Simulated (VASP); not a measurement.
A run of VASP 6.6.1 is set up as follows.

The input INCAR:

```
SYSTEM = CsSnI3
ALGO = Normal
EDIFF = 1E-6
ENCUT = 520
GGA = PS
ISIF = 2
ISMEAR = 0
LASPH = .True.
LCHARG = .False.
LREAL = .False.
LWAVE = .False.
NBANDS = 30
NELM = 100
PREC = Accurate
SIGMA = 0.02
```

Contents of KPOINTS:

```
k-points
0
Gamma
  6 6 6
  0 0 0
```

File POSCAR:

```
CsSnI3
1.0
    6.1366637681      0.0000000000      0.0000000000
    0.0000000000      6.1366637681      0.0000000000
    0.0000000000      0.0000000000      6.1366637681
Cs Sn I
1 1 3
Direct
    0.0000000000      0.0000000000      0.0000000000
    0.5000000000      0.5000000000      0.5000000000
    0.0000000000      0.5000000000      0.5000000000
    0.5000000000      0.0000000000      0.5000000000
    0.5000000000      0.5000000000      0.0000000000
```

Potentials or basis: VASP PAW PBE potentials, release 64 (Cs_sv, Sn_d, I).

Command:

```sh
$ cat potpaw_PBE.64/Cs_sv/POTCAR potpaw_PBE.64/Sn_d/POTCAR potpaw_PBE.64/I/POTCAR > POTCAR
$ mpirun -np 1 vasp_std > vasp.out
```

**Question.** Estimate the pressure.

**Answer.** 0.0 GPa.

**Question.** Estimate the band gap on the k mesh.

**Answer.** 0.10 eV.

Caveat: semilocal functionals underestimate gaps, and a narrow one can read as zero; the PAW data sets were made with another functional, which shifts forces and pressure a little; spin-orbit coupling is left out, which moves the levels of the heavy elements. A k mesh can miss the band edges.
